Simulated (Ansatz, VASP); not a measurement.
# One calculation of Rb, two programs

File INCAR:

```
SYSTEM = Rb
PREC = Accurate ; ENCUT = 520
EDIFF = 1E-6 ; ISMEAR = -1
SIGMA = 0.1 ; LREAL = .FALSE.
LASPH = .TRUE. ; NELM = 150
ALGO = Normal ; ISIF = 2
LWAVE = .FALSE. ; LCHARG = .FALSE.
LNONCOLLINEAR = .TRUE. ; MAGMOM = 0 0 0
LORBIT = 11 ; LSORBIT = .TRUE.
GGA_COMPAT = .FALSE. ; LORBMOM = .TRUE.
GGA = CA ; NBANDS = 20
```

File KPOINTS:

```
regular mesh
0
G
  7 7 7
  0 0 0
```

The input POSCAR:

```
Rb
1.0
    4.3947841151      0.0000000000      0.0000000000
    0.0000000000      4.3947841151      0.0000000000
    0.0000000000      0.0000000000      4.3947841151
Rb
1
Direct
    0.0000000000      0.0000000000      0.0000000000
```

Input for Ansatz:

```yaml
crystal:
  lattice:
    - [4.3947841151, 0.0, 0.0]
    - [0.0, 4.3947841151, 0.0]
    - [0.0, 0.0, 4.3947841151]
  atoms:
    - { symbol: Rb, position: [0.0, 0.0, 0.0] }
hamiltonian:
  xc: lda
  pseudopotentials:
    kind: paw_fr
    azcp:
      Rb: "pseudopotentials/Rb.paw.azcp"
basis:
  ecutwfc: 420
  fft_grid_basis: typed
kpoints:
  mp_grid: { grid: [7, 7, 7], shift: [0, 0, 0] }
magnetization:
  noncollinear: true
  spin_orbit: true
scf:
  occupations: { method: fermi_dirac, width: 0.1 }
```

Alike in both runs: task single point; functional LDA; k mesh 7 × 7 × 7; occupations fermi-dirac, width 0.1 eV; non-collinear spin, spin-orbit coupling.

|  | VASP | Ansatz |
| --- | --- | --- |
| version | VASP 6.6.1 | Ansatz 0.2.0 |
| potentials or method | VASP PAW LDA potentials, release 64 (Rb_sv), cutoff 520 eV | plane waves (420 eV) with PAW, fully relativistic with spin-orbit coupling |
| valence electrons in the cell | 9 | 9 |

|  | VASP | Ansatz | Ansatz less VASP |
| --- | --- | --- | --- |
| net moment per atom (μB) | 0.00 | 0.00 | 0.000 |

Ansatz warns that its potentials were made for another functional, while VASP's fit it. LDA's correlation is that of Perdew and Zunger in VASP and of Perdew and Wang (1992) in Ansatz.
